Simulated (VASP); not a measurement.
# Mg in VASP: further runs

The runs below take Mg through single point, with PBEsol.

All numbers are computed with VASP 6.6.1; they aren't measurements. Logs are shortened: lines on timing, memory, paths and dates and some standing lists are left out, and cuts for length are marked.

## Step 1: The cell of the first run

Symmetry: P6_3/mmc, No. 194, hexagonal system. Conventional cell: a = 3.220 Å, b = 3.220 Å, c = 5.228 Å, α = 90.00°, β = 90.00°, γ = 120.00°. Mg (site symmetry -6m2) has 12 Mg at 3.21 to 3.22 Å within 4.2 Å.

## Step 2: Single point, PBEsol (23.47 Å³/atom)

Contents of INCAR:

```
SYSTEM = Mg
  PREC = Accurate
  ENCUT = 520
  EDIFF = 1E-7
  ISMEAR = -1
  SIGMA = 0.08
  LREAL = .FALSE.
  LASPH = .TRUE.
  NELM = 60
  ALGO = Normal
  ISIF = 2
  LWAVE = .FALSE.
  LCHARG = .TRUE.
  GGA = PS
  LELF = .TRUE.
  LVHAR = .TRUE.
  NBANDS = 9
```

Contents of KPOINTS:

```
Automatic mesh
0
G
  12 12 7
  0 0 0
```

Contents of POSCAR:

```
Mg
1.0
    3.2199336425      0.0000000000      0.0000000000
   -1.6099668212      2.7885443329      0.0000000000
    0.0000000000      0.0000000000      5.2276401936
Mg
2
Direct
    0.3333333333      0.6666666667      0.2500000000
    0.6666666667      0.3333333333      0.7500000000
```

Potentials or basis: VASP PAW PBE potentials, release 64 (Mg).

The run is started by

```console
> cat potpaw_PBE.64/Mg/POTCAR > POTCAR
> mpirun -np 1 vasp_std > vasp.out
```

OUTCAR:

```text
SYSTEM = Mg
   PREC = Accurate
   ENCUT = 520
   EDIFF = 1E-7
   ISMEAR = -1
   LREAL = .FALSE.
   LASPH = .TRUE.
   NELM = 60
   ISIF = 2
   GGA = PS

 ion  position               nearest neighbor table
   1  0.333  0.667  0.250-   2 3.21   2 3.21   2 3.21   2 3.21   2 3.21   2 3.21
   2  0.667  0.333  0.750-   1 3.21   1 3.21   1 3.21   1 3.21   1 3.21   1 3.21

  LATTYP: Found a hexagonal cell.
 ALAT       =     3.2199336425
 C/A-ratio  =     1.6235242008

  Lattice vectors:

 A1 = (   3.2199336425,   0.0000000000,   0.0000000000)
 A2 = (  -1.6099668212,   2.7885443329,   0.0000000000)
 A3 = (   0.0000000000,   0.0000000000,   5.2276401936)

Analysis of symmetry for initial positions (statically):
=====================================================================
 Subroutine PRICEL returns:
 Original cell was already a primitive cell.

 Routine SETGRP: Setting up the symmetry group for a
 hexagonal supercell.

 Subroutine GETGRP returns: Found 24 space group operations
 (whereof 12 operations were pure point group operations)
 out of a pool of 24 trial point group operations.

The static configuration has the point symmetry D_3d.
 The point group associated with its full space group is D_6h.

Analysis of symmetry for dynamics (positions and initial velocities):
=====================================================================
 Subroutine PRICEL returns:
 Original cell was already a primitive cell.

 Routine SETGRP: Setting up the symmetry group for a
 hexagonal supercell.

 Subroutine GETGRP returns: Found 24 space group operations
 (whereof 12 operations were pure point group operations)
 out of a pool of 24 trial point group operations.

The dynamic configuration has the point symmetry D_3d.
 The point group associated with its full space group is D_6h.

 Subroutine INISYM returns: Found 24 space group operations
 (whereof 12 operations are pure point group operations),
 and found     1 'primitive' translations

----------------------------------------------------------------------------------------

                                     Primitive cell

  volume of cell :      46.9386

  direct lattice vectors                    reciprocal lattice vectors
     3.219933643  0.000000000  0.000000000     0.310565406  0.179305021  0.000000000
    -1.609966821  2.788544333  0.000000000     0.000000000  0.358610042  0.000000000
     0.000000000  0.000000000  5.227640194     0.000000000  0.000000000  0.191290900

  length of vectors
     3.219933643  3.219933642  5.227640194     0.358610042  0.358610042  0.191290900

  position of ions in fractional coordinates (direct lattice)
[... 87 lines left out ...]
   POTIM  = 0.5000    time-step for ionic-motion
   TEBEG  =    0.0;   TEEND  =   0.0 temperature during run
   PSTRESS=    0.0 pullay stress
   NELECT =       4.0000    total number of electrons
   NUPDOWN=      -1.0000    fix difference up-down
   EMIN   =  10.00;   EMAX   =-10.00  energy-range for DOS
   EFERMI =   0.00;   METHOD = LEGACY
   ISMEAR =    -1;   SIGMA  =   0.08  broadening in eV -4-tet -1-fermi 0-gaus
   EFERMI_NEDOS =   21; number of points for ismear=-14 and -15
   IALGO  =     38    algorithm
   IMIX   =      4    mixing-type and parameters
     AMIX     =   0.40;   BMIX     =  1.00
     AMIX_MAG =   1.60;   BMIX_MAG =  1.00
  volume/ion in A,a.u.               =      23.47       158.38
  Fermi-wavevector in a.u.,A,eV,Ry     =   0.720418  1.361393  7.061459  0.519003
  Thomas-Fermi vector in A             =   1.809865
   LORBIT       =      0    0 simple, 1 ext, 2 COOP (PROOUT), +10 PAW based schemes
   GGA     = PS    functional components
   LHFCALC =     F    Hartree Fock is set to
   AEXX    =    0.0000 exact exchange contribution
   IVDW    =     0    specifies the selected vdW correction
   LEPSILON=     F    determine dielectric tensor
   LRPA    =     F    only Hartree local field effects (RPA)
 non-spin polarized calculation
  energy-cutoff  :      520.00
  volume of cell :       46.94
 maximum number of plane-waves:      1284
 NGX is ok and might be reduce to    24
   NGX = 11   NGY = 11   NGZ = 19

 number of electron       4.0000000 magnetization

 Free energy of the ion-electron system (eV)
  ---------------------------------------------------
  ext. energy  EPLUGINS =         0.00000000
  ---------------------------------------------------
  free energy    TOTEN  =        -3.44691931 eV

  energy without entropy =       -3.42858190  energy(sigma->0) =       -3.43775060

 E-fermi :   2.4393     XC(G=0):  -8.4648

 val. band max:        2.4342180844   @ k =   0.2500   0.0833   0.0000
 cond. band min:       2.5527003758   @ k =   0.4167   0.0833   0.2857
 fundamental gap:      0.1184822914
 Fermi energy:         2.4393278361

 k-point     1 :       0.0000    0.0000    0.0000
  band No.  band energies     occupation
      1      -4.3557      2.00000
      2       0.8293      2.00000
      3       1.2399      2.00000
      4      13.2772      0.00000
      5      13.2772      0.00000
      6      13.3504      0.00000
      7      13.3504      0.00000
      8      14.1704      0.00000
      9      15.7129      0.00000
[... 265 lines left out ...]
 k-point    24 :       0.3333    0.0000    0.1429
  band No.  band energies     occupation
      1      -2.1132      2.00000
      2       1.6377      1.99991
      3       3.9091      0.00000
      4       4.9239      0.00000
      5       7.6676      0.00000
      6       9.7820      0.00000
      7       9.9996      0.00000
      8      11.6810      0.00000
      9      13.1068      0.00000

 [... further k-points ...]

------------------------ aborting loop because EDIFF is reached ----------------------------------------

  FORCE on cell =-STRESS in cart. coord.  units (eV):
  Direction    XX          YY          ZZ          XY          YZ          ZX
  --------------------------------------------------------------------------------------
  -------------------------------------------------------------------------------------
  Total       -0.3640461     -0.3640461     -0.5875554     -0.0000000      0.0000000      0.0000000
  in kB      -12.4261550    -12.4261550    -20.0553030     -0.0000000      0.0000000      0.0000000
  external PRESSURE =     -14.9692044 kB  Pullay stress =       0.0000000 kB

 VOLUME and BASIS-vectors are now :
 -----------------------------------------------------------------------------
  energy-cutoff  :      520.00
  volume of cell :       46.94
      direct lattice vectors                 reciprocal lattice vectors
     3.219933643  0.000000000  0.000000000     0.310565406  0.179305021  0.000000000
    -1.609966821  2.788544333  0.000000000     0.000000000  0.358610042  0.000000000
     0.000000000  0.000000000  5.227640194     0.000000000  0.000000000  0.191290900

 POSITION                                       TOTAL-FORCE (eV/Angst)
 -----------------------------------------------------------------------------------
     -0.00000      1.85903      1.30691         0.000000     -0.000000      0.000000
      1.60997      0.92951      3.92073        -0.000000      0.000000      0.000000
 -----------------------------------------------------------------------------------
    total drift:                                0.000000     -0.000000      0.000000

  FREE ENERGIE OF THE ION-ELECTRON SYSTEM (eV)
  ---------------------------------------------------
  free  energy   TOTEN  =        -3.4469193119 eV

  energy  without entropy=       -3.4285818974  energy(sigma->0) =       -3.43775060
```

Run time: 7.6 s. Hardware: 1 thread of Intel Xeon 6975P-C (Granite Rapids), shared host; peak memory 0.17 GiB.

What came out:

- Free energy: -3.4469 eV
- Pressure: -1.5 GPa
- Band gap on the k mesh: zero (bands 2 and 3 overlap by 2.23 eV)

Stress tensor (GPa, compression positive):
```
-1.24  0.00  0.00
 0.00 -1.24  0.00
 0.00  0.00 -2.01
```

Caveat: the PAW data sets were made with another functional, which shifts forces and pressure a little.

## Step 3: Single point, PBEsol (24.17 Å³/atom)

This run uses another cell than the first one, of 24.17 Å³/atom.

Contents of INCAR:

```
PREC = Accurate
ENCUT = 520
EDIFF = 1E-6
ISMEAR = -1
SIGMA = 0.08
LREAL = F
LASPH = T
NELM = 60
ALGO = Normal
ISIF = 2
LWAVE = F
LCHARG = F
GGA = PS
NBANDS = 9
```

Contents of KPOINTS:

```
Automatic mesh
0
Gamma
  12 12 7
```

Contents of POSCAR:

```
Mg
1.0
    3.2515036326      0.0000000000      0.0000000000
   -1.6257518162      2.8158847463      0.0000000000
    0.0000000000      0.0000000000      5.2788948365
Mg
2
Direct
    0.3333333333      0.6666666667      0.2500000000
    0.6666666667      0.3333333333      0.7500000000
```

Potentials or basis: VASP PAW PBE potentials, release 64 (Mg).

The run is started by

```console
> cat potpaw_PBE.64/Mg/POTCAR > POTCAR
> mpirun -np 1 vasp_std > vasp.out
```

Run time: 6.2 s. Hardware: 1 thread of Intel Xeon 6975P-C (Granite Rapids), shared host; peak memory 0.17 GiB.

It converged, with:

```
Free energy            : -3.4300 eV
Pressure               : -2.4 GPa
Band gap on the k mesh : zero (bands 2 and 3 overlap by 2.23 eV)
```

Stress tensor (GPa, compression positive):
```
-2.12  0.00  0.00
 0.00 -2.12  0.00
 0.00  0.00 -2.86
```

Levels at points of the mesh, in eV from the Fermi level:
| k point | band 1 | band 2 | band 3 | band 4 | band 5 |
| --- | --- | --- | --- | --- | --- |
| (0.00, 0.00, 0.00) | -6.67 | -1.56 | -1.20 | 10.67 | 10.67 |
| (0.50, 0.00, 0.00) | -2.05 | -2.02 | 2.62 | 3.03 | 3.17 |

Caveat: the PAW data sets were made with another functional, which shifts forces and pressure a little.

## Step 4: Single point, PBEsol (equal xy, yz and zx shear strains of -1 %)

Contents of INCAR:

```
ALGO = Normal
EDIFF = 1E-6
ENCUT = 520
GGA = PS
ISIF = 2
ISMEAR = -1
LASPH = T
LCHARG = T
LELF = T
LREAL = F
LVHAR = T
LWAVE = F
NBANDS = 9
NELM = 60
PREC = Accurate
SIGMA = 0.08
```

Contents of KPOINTS:

```
k-points
0
Gamma
  12 12 7
```

Contents of POSCAR:

```
Mg
1.0
    3.2092715325     -0.0160463577     -0.0160463577
   -1.6185323196      2.7873338536     -0.0058733745
   -0.0260516500     -0.0260516500      5.2103300000
Mg
2
Direct
    0.3333333333      0.6666666667      0.2500000000
    0.6666666667      0.3333333333      0.7500000000
```

The run is started by

```console
> cat potpaw_PBE.64/Mg/POTCAR > POTCAR
> mpirun -np 1 vasp_std > vasp.out
```

Wall time 34 s (1 thread of Intel Xeon 6975P-C (Granite Rapids), shared host); peak memory 0.32 GiB.

The run converged. Its results:

```yaml
Free_energy: -3.4500 eV
Pressure: -1.2 GPa
Largest_force: 0.008 eV/Å
Band_gap_on_the_k_mesh: zero (bands 2 and 3 overlap by 2.24 eV)
```

Forces in eV/Å, atoms in the order of the input:
```
Mg   0.008  0.000  0.000
Mg  -0.008  0.000  0.000
```

Stress tensor (GPa, compression positive):
```
-0.92  0.16  0.18
 0.16 -0.92  0.18
 0.18  0.18 -1.66
```

Levels at points of the mesh, in eV from the Fermi level:
| k point | band 1 | band 2 | band 3 | band 4 | band 5 | band 6 | band 7 |
| --- | --- | --- | --- | --- | --- | --- | --- |
| (0.00, 0.00, 0.00) | -6.84 | -1.63 | -1.20 | 10.78 | 10.89 | 11.01 | 11.08 |
| (0.50, 0.00, 0.00) | -2.05 | -2.03 | 2.70 | 3.06 | 3.35 | 3.76 | 6.72 |
| (0.00, 0.50, 0.00) | -2.08 | -2.08 | 2.66 | 3.04 | 3.30 | 3.72 | 6.85 |
| (0.50, 0.50, 0.00) | -2.12 | -2.12 | 2.63 | 3.02 | 3.25 | 3.67 | 6.98 |

Caveat: the cell differs from its parent crystal (equal xy, yz and zx shear strains of -1 %); the PAW data sets were made with another functional, which shifts forces and pressure a little.

## Step 5: Summary

| cell | gap on the mesh (eV) | pressure (GPa) |
| --- | --- | --- |
| a = 3.220, b = 3.220, c = 5.228 Å, angles 90.0, 90.0, 120.0°, 2 atoms | none | -1.5 |
| a = 3.252, b = 3.252, c = 5.279 Å, angles 90.0, 90.0, 120.0°, 2 atoms | none | -2.4 |
| a = 3.209, b = 3.223, c = 5.210 Å, angles 90.2, 90.6, 120.4°, 2 atoms | none | -1.2 |

Alike in all rows: task single point; level PBEsol; potentials or basis VASP PAW PBE potentials, release 64 (Mg); no spin polarisation; k mesh 12 × 12 × 7; cutoff (eV) 520; smearing fermi-dirac 0.08 eV.

Caveats: the PAW data sets were made with another functional, which shifts forces and pressure a little.

Total energies depend on the potentials used, so only differences within one code and one set of settings carry meaning.
